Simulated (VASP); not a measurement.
# Ir (Fm-3m) in VASP: settings compared

The runs below take Ir through single point, with BLYP, PBE.

All numbers are computed with VASP 6.6.1; they aren't measurements. Logs are shortened: lines on timing, memory, paths and dates and some standing lists are left out, and cuts for length are marked.

### 1 The cell of the first run

Symmetry: Fm-3m, No. 225, cubic system. Conventional cell: a = 3.934 Å, b = 3.934 Å, c = 3.934 Å, α = 90.00°, β = 90.00°, γ = 90.00°. Ir (site symmetry m-3m) has 12 Ir at 2.78 Å within 3.7 Å.

### 2 Single point, BLYP

INCAR reads:

```
SYSTEM = Ir
PREC = Accurate
ENCUT = 520
EDIFF = 1E-6
ISMEAR = -1
SIGMA = 0.05
LREAL = .FALSE.
LASPH = .TRUE.
NELM = 100
ALGO = Normal
ISIF = 2
LWAVE = .FALSE.
LCHARG = .TRUE.
GGA = B5
ALDAX = 1.0
AGGAX = 1.0
AGGAC = 1.0
ALDAC = 0.0
LELF = .TRUE.
LVHAR = .TRUE.
NBANDS = 10
```

KPOINTS reads:

```
regular mesh
0
G
  12 12 12
  0 0 0
```

POSCAR reads:

```
Ir
1.0
    0.0000000000      1.9671427750      1.9671427750
    1.9671427750      0.0000000000      1.9671427750
    1.9671427750      1.9671427750      0.0000000000
Ir
1
Direct
    0.0000000000      0.0000000000      0.0000000000
```

Potentials or basis: VASP PAW PBE potentials, release 64 (Ir).

Launch:

```
> cat potpaw_PBE.64/Ir/POTCAR > POTCAR
> mpirun -np 1 vasp_std > vasp.out
```

OUTCAR:

```text
SYSTEM = Ir
   PREC = Accurate
   ENCUT = 520
   EDIFF = 1E-6
   ISMEAR = -1
   LREAL = .FALSE.
   LASPH = .TRUE.
   NELM = 100
   ISIF = 2
   GGA = B5

 ion  position               nearest neighbor table
   1  0.000  0.000  0.000-

  LATTYP: Found a face centered cubic cell.
 ALAT       =     3.9342855500

  Lattice vectors:

 A1 = (   0.0000000000,   1.9671427750,   1.9671427750)
 A2 = (   1.9671427750,   0.0000000000,   1.9671427750)
 A3 = (   1.9671427750,   1.9671427750,   0.0000000000)

Analysis of symmetry for initial positions (statically):
[... 5 lines left out ...]
 face centered cubic supercell.

 Subroutine GETGRP returns: Found 48 space group operations
 (whereof 48 operations were pure point group operations)
 out of a pool of 48 trial point group operations.

The static configuration has the point symmetry O_h .

Analysis of symmetry for dynamics (positions and initial velocities):
[... 5 lines left out ...]
 face centered cubic supercell.

 Subroutine GETGRP returns: Found 48 space group operations
 (whereof 48 operations were pure point group operations)
 out of a pool of 48 trial point group operations.

The dynamic configuration has the point symmetry O_h .

 Subroutine INISYM returns: Found 48 space group operations
 (whereof 48 operations are pure point group operations),
 and found     1 'primitive' translations

----------------------------------------------------------------------------------------

                                     Primitive cell

  volume of cell :      15.2243

  direct lattice vectors                    reciprocal lattice vectors
     0.000000000  1.967142775  1.967142775    -0.254175755  0.254175755  0.254175755
     1.967142775  0.000000000  1.967142775     0.254175755 -0.254175755  0.254175755
     1.967142775  1.967142775  0.000000000     0.254175755  0.254175755 -0.254175755

  length of vectors
     2.781959992  2.781959992  2.781959992     0.440245322  0.440245322  0.440245322

  position of ions in fractional coordinates (direct lattice)
     0.000000000  0.000000000  0.000000000

  ion indices of the primitive-cell ions
   primitive index   ion index
                 1           1

----------------------------------------------------------------------------------------

 KPOINTS: regular mesh

Automatic generation of k-mesh.
 Grid dimensions read from file:
 generate k-points for:   12   12   12

 Generating k-lattice:

  Cartesian coordinates                     Fractional coordinates (reciprocal lattice)
[... 54 lines left out ...]
   ISPIN  =      1    spin polarized calculation?
   LNONCOLLINEAR =      F non collinear calculations
   LSORBIT =      F    spin-orbit coupling
   LASPH  =      T    aspherical Exc in radial PAW
   ENCUT  =  520.0 eV  38.22 Ry    6.18 a.u.   5.17  5.17  5.17*2*pi/ulx,y,z
   NELM   =    100;   NELMIN=  2; NELMDL= -5     # of ELM steps
   EDIFF  = 0.1E-05   stopping-criterion for ELM
   LREAL  =      F    real-space projection
   EDIFFG = 0.1E-04   stopping-criterion for IOM
   NSW    =      0    number of steps for IOM
   IBRION =     -1    ionic relax: 0-MD 1-quasi-New 2-CG
   NFREE  =      0    steps in history (QN), initial steepest desc. (CG)
   ISIF   =      2    stress and relaxation
   ISYM   =      2    0-nonsym 1-usesym 2-fastsym
   POTIM  = 0.5000    time-step for ionic-motion
   TEBEG  =    0.0;   TEEND  =   0.0 temperature during run
   PSTRESS=    0.0 pullay stress
   NELECT =       9.0000    total number of electrons
   NUPDOWN=      -1.0000    fix difference up-down
   EMIN   =  10.00;   EMAX   =-10.00  energy-range for DOS
[... 5 lines left out ...]
     AMIX     =   0.40;   BMIX     =  1.00
     AMIX_MAG =   1.60;   BMIX_MAG =  1.00
  volume/ion in A,a.u.               =      15.22       102.74
  Fermi-wavevector in a.u.,A,eV,Ry     =   1.373967  2.596422 25.684896  1.887787
  Thomas-Fermi vector in A             =   2.499437
   LORBIT       =      0    0 simple, 1 ext, 2 COOP (PROOUT), +10 PAW based schemes
   GGA     = B5    functional components
   LHFCALC =     F    Hartree Fock is set to
   AEXX    =    0.0000 exact exchange contribution
   IVDW    =     0    specifies the selected vdW correction
   LEPSILON=     F    determine dielectric tensor
   LRPA    =     F    only Hartree local field effects (RPA)
 non-spin polarized calculation
  energy-cutoff  :      520.00
  volume of cell :       15.22
 maximum number of plane-waves:       424
 NGX is ok and might be reduce to    24
   NGX = 11   NGY = 11   NGZ = 11

 number of electron       9.0000000 magnetization

 Free energy of the ion-electron system (eV)
  ---------------------------------------------------
  ext. energy  EPLUGINS =         0.00000000
  ---------------------------------------------------
  free energy    TOTEN  =        -7.46186432 eV

  energy without entropy =       -7.45636705  energy(sigma->0) =       -7.45911568

 E-fermi :   9.7562     XC(G=0): -12.8525

 val. band max:        9.7484057279   @ k =  -0.3333   0.3333   0.0000
 cond. band min:       9.7637792462   @ k =  -0.2500   0.0833   0.0000
 fundamental gap:      0.0153735183
 Fermi energy:         9.7562236281

 k-point     1 :       0.0000    0.0000    0.0000
  band No.  band energies     occupation
      1      -0.3979      2.00000
      2       6.2659      2.00000
      3       6.2659      2.00000
      4       6.2659      2.00000
      5       8.6422      2.00000
      6       8.6422      2.00000
      7      24.5347      0.00000
      8      29.5517      0.00000
      9      29.5517      0.00000
     10      29.5517      0.00000
[... 287 lines left out ...]
 k-point    24 :      -0.4167    0.1667    0.0000
  band No.  band energies     occupation
      1       3.3395      2.00000
      2       5.5559      2.00000
      3       6.9298      2.00000
      4       7.2104      2.00000
      5      10.1293      0.00115
      6      13.3839      0.00000
      7      16.4362      0.00000
      8      24.9943      0.00000
      9      26.9588      0.00000
     10      28.6554      0.00000

 [... further k-points ...]
[... 5 lines left out ...]
  --------------------------------------------------------------------------------------
  -------------------------------------------------------------------------------------
  Total        0.2262899      0.2262899      0.2262899      0.0000000      0.0000000      0.0000000
  in kB       23.8143198     23.8143198     23.8143198      0.0000000      0.0000000      0.0000000
  external PRESSURE =      23.8143198 kB  Pullay stress =       0.0000000 kB

 VOLUME and BASIS-vectors are now :
 -----------------------------------------------------------------------------
  energy-cutoff  :      520.00
  volume of cell :       15.22
      direct lattice vectors                 reciprocal lattice vectors
     0.000000000  1.967142775  1.967142775    -0.254175755  0.254175755  0.254175755
     1.967142775  0.000000000  1.967142775     0.254175755 -0.254175755  0.254175755
     1.967142775  1.967142775  0.000000000     0.254175755  0.254175755 -0.254175755

 POSITION                                       TOTAL-FORCE (eV/Angst)
 -----------------------------------------------------------------------------------
      0.00000      0.00000      0.00000         0.000000      0.000000      0.000000
 -----------------------------------------------------------------------------------
    total drift:                               -0.000000     -0.000000      0.000000

  FREE ENERGIE OF THE ION-ELECTRON SYSTEM (eV)
  ---------------------------------------------------
  free  energy   TOTEN  =        -7.4618643241 eV

  energy  without entropy=       -7.4563670457  energy(sigma->0) =       -7.45911568
```

OSZICAR:

```text
N       E                     dE             d eps       ncg     rms          rms(c)
DAV:   1     0.499664757655E+02    0.49966E+02   -0.43837E+03  1440   0.818E+02
DAV:   2    -0.707945717596E+01   -0.57046E+02   -0.54166E+02  1464   0.195E+02
DAV:   3    -0.799598728654E+01   -0.91653E+00   -0.91441E+00  1666   0.305E+01
DAV:   4    -0.800547582114E+01   -0.94885E-02   -0.94873E-02  1616   0.291E+00
DAV:   5    -0.800567908830E+01   -0.20327E-03   -0.20326E-03  1656   0.408E-01    0.126E+01
DAV:   6    -0.753267018526E+01    0.47301E+00   -0.96038E-01  1600   0.116E+01    0.459E+00
DAV:   7    -0.746672680295E+01    0.65943E-01   -0.21730E-01  1726   0.508E+00    0.125E+00
DAV:   8    -0.746503159787E+01    0.16952E-02   -0.16157E-03  1570   0.378E-01    0.996E-01
DAV:   9    -0.746185163715E+01    0.31800E-02   -0.19484E-03  1580   0.580E-01    0.184E-02
DAV:  10    -0.746186222665E+01   -0.10589E-04   -0.11948E-05  1972   0.308E-02    0.335E-02
DAV:  11    -0.746186435733E+01   -0.21307E-05   -0.29106E-06  1536   0.205E-02    0.106E-03
DAV:  12    -0.746186432413E+01    0.33199E-07   -0.20044E-08   770   0.170E-03
   1 F= -.74618643E+01 E0= -.74591157E+01  d E =-.549728E-02
```

stdout:

```text
POSCAR found type information on POSCAR Ir
 POSCAR found :  1 types and       1 ions
 scaLAPACK will be used
 -----------------------------------------------------------------------------
|                                                                             |
|                                                                             |
|     You enforced a specific xc type in the INCAR file but a different       |
|     I HOPE YOU KNOW WHAT YOU ARE DOING!                                     |
|                                                                             |
 -----------------------------------------------------------------------------

 LDA part: xc-table for (Slater(with rela. corr.)+VWN5), standard interpolation
 POSCAR, INCAR and KPOINTS ok, starting setup
 FFT: planning ... GRIDC
 FFT: planning ... GRID_SOFT
 FFT: planning ... GRID
 WAVECAR not read
 entering main loop
```

It took 33 s on 1 thread of AMD EPYC 7R13, shared host; peak memory 0.12 GiB.

What came out:

| Quantity | Value |
| --- | --- |
| Free energy | -7.4619 eV |
| Pressure | 2.4 GPa |

Caveat: the PAW data sets were made with another functional, which shifts forces and pressure a little; spin-orbit coupling is left out, which moves the levels of the heavy elements.

### 3 Single point, PBE

This run uses another cell than the first one, of 14.06 Å³/atom, 0.923 times its volume.

INCAR reads:

```
PREC = Accurate
ENCUT = 520
EDIFF = 1E-6
ISMEAR = -1
SIGMA = 0.02
LREAL = F
LASPH = T
NELM = 60
ALGO = Normal
ISIF = 2
LWAVE = F
LCHARG = F
GGA = PE
NBANDS = 10
```

KPOINTS reads:

```
regular mesh
0
Gamma
  6 6 6
```

POSCAR reads:

```
Ir
1.0
    0.0000000000      1.9156000000      1.9156000000
    1.9156000000      0.0000000000      1.9156000000
    1.9156000000      1.9156000000      0.0000000000
Ir
1
Direct
    0.0000000000      0.0000000000      0.0000000000
```

Potentials or basis: VASP PAW PBE potentials, release 64 (Ir).

Launch:

```
> cat potpaw_PBE.64/Ir/POTCAR > POTCAR
> mpirun -np 1 vasp_std > vasp.out
```

It took 3.5 s on 1 thread of AMD EPYC 9R45 (Zen 5), shared host; peak memory 0.09 GiB.

The run converged. Its results:

| Quantity | Value |
| --- | --- |
| Free energy | -8.7678 eV |
| Pressure | 13.0 GPa |

Levels at points of the mesh, in eV from the Fermi level:
```
           k point  band 2  band 3  band 4  band 5  band 6  band 7
(0.00, 0.00, 0.00)   -3.44   -3.44   -3.44   -0.74   -0.74   14.82
(0.50, 0.00, 0.00)   -3.55   -3.55   -0.28    1.38    1.38    7.81
(0.50, 0.50, 0.00)   -6.92    1.34    1.97    1.97    2.20   11.08
```

Caveat: the k points lie up to 0.47 Å⁻¹ apart; spin-orbit coupling is left out, which moves the levels of the heavy elements.
